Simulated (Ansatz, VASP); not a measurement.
## SnO2 in VASP and in Ansatz

```
Sn O
1.0
     4.78800    0.00000    0.00000
     0.00000    4.86658    0.00000
     0.00000    0.00000    3.24090
Sn O
2 4
Direct
  0.00000 0.00000 0.00000
  0.50000 0.50000 0.50000
  0.70815 0.67896 0.00000
  0.20814 0.82104 0.50000
  0.79185 0.17896 0.50000
  0.29185 0.32104 0.00000
```

Alike in both runs: task single point; functional PBE; k mesh 6 × 6 × 8; occupations fermi-dirac, width 0.05 eV; no spin polarisation.

|  | VASP | Ansatz |
| --- | --- | --- |
| version | VASP 6.6.1 | Ansatz 0.2.0 |
| potentials or method | VASP PAW PBE potentials, release 64 (Sn_d, O), cutoff 520 eV | all-electron LAPW, scalar-relativistic |

Ansatz gave:

| Property | Result |
| --- | --- |
| gap on the k mesh at the Fermi level (eV) | 0.81 |
| least direct gap on the mesh (eV) | 0.81 |
| pressure (GPa) | -0.6 |
| traceless stress, the component that is largest in VASP (GPa) | 0.21 |
| rms of the force components (eV/Å) | 0.034 |

Question: Which values does VASP return?

Answer: gap on the k mesh at the Fermi level (eV): 0.80; least direct gap on the mesh (eV): 0.80; pressure (GPa): 0.0; traceless stress, the component that is largest in VASP (GPa): 0.12; rms of the force components (eV/Å): 0.031.

Atom by atom the forces differ by 0.009 eV/Å (rms over components). Ansatz ran all-electron here, and VASP with PAW potentials.
